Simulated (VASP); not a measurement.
Wanted: the native input for a VASP 6.6.1 run.

| Property | Result |
| --- | --- |
| Task | relaxation of cell and atoms |
| Functional | PBEsol |
| Potentials or basis | VASP PAW PBE potentials, release 64 (Na_pv) |
| Cutoff | 500 eV |
| k mesh | 9 × 9 × 6 |
| Occupations | fermi-dirac, width 0.1 eV |
| Spin | no spin polarisation |
| Target pressure | 19 GPa |
| Dipole correction | no |
| Further INCAR settings | ALGO = Normal; EDIFF = 1e-07; IBRION = 2; EDIFFG = -0.005; NSW = 60; ISIF = 3 |

The structure of Na lies in POSCAR:

```
Na
1.0
    3.9175970606      0.0000000000      0.0000000000
   -1.9587985303      3.3927385762      0.0000000000
    0.0000000000      0.0000000000      5.5629878260
Na
4
Direct
    0.0000000000      0.0000000000      0.0000000000
    0.0000000000      0.0000000000      0.5000000000
    0.3333333333      0.6666666667      0.2500000000
    0.6666666667      0.3333333333      0.7500000000
```

This isn't the form of Na at room conditions, which is bcc.

One way to write it, as run:

INCAR

```
SYSTEM = Na
PREC = Accurate
ENCUT = 500
EDIFF = 1E-7
ISMEAR = -1
SIGMA = 0.1
LREAL = .FALSE.
LASPH = .TRUE.
NELM = 120
ALGO = Normal
ISIF = 3
LWAVE = .FALSE.
LCHARG = .FALSE.
GGA = PS
IBRION = 2
NSW = 60
EDIFFG = -0.005
PSTRESS = 190.0
GGA_COMPAT = .FALSE.
NELMIN = 4
```

KPOINTS

```
regular mesh
0
G
  9 9 6
  0 0 0
```

Potentials or basis: VASP PAW PBE potentials, release 64 (Na_pv).

Run with:

```bash
$ cat potpaw_PBE.64/Na_pv/POTCAR > POTCAR
$ mpirun -np 1 vasp_std > vasp.out
```

Results of the run:

- Relaxed volume: 18.02 Å³/atom
- Relaxed cell: a = 3.124 Å, b = 3.124 Å, c = 8.532 Å, α = 90.00°, β = 90.00°, γ = 120.00°
- Space group after relaxing (to 0.1 Å): P6_3/mmc (No. 194)
- Energy change on relaxing (the run minimises the enthalpy): -158.6 meV/atom
- Ionic steps: 23
- Pressure after relaxing: 19.0 GPa
- Band gap on the k mesh: zero (bands 14 and 15 overlap by 4.27 eV)

Caveat: the cell is relaxed towards a set pressure, so the run minimises the enthalpy, not the energy; a cell axis changed by over 15 % at a fixed basis, so the end point is rough; the PAW data sets were made with another functional, which shifts forces and pressure a little.

Run time: 19 min on 1 thread of Intel Xeon 8259CL, with other jobs on the host, peak memory 0.21 GiB.
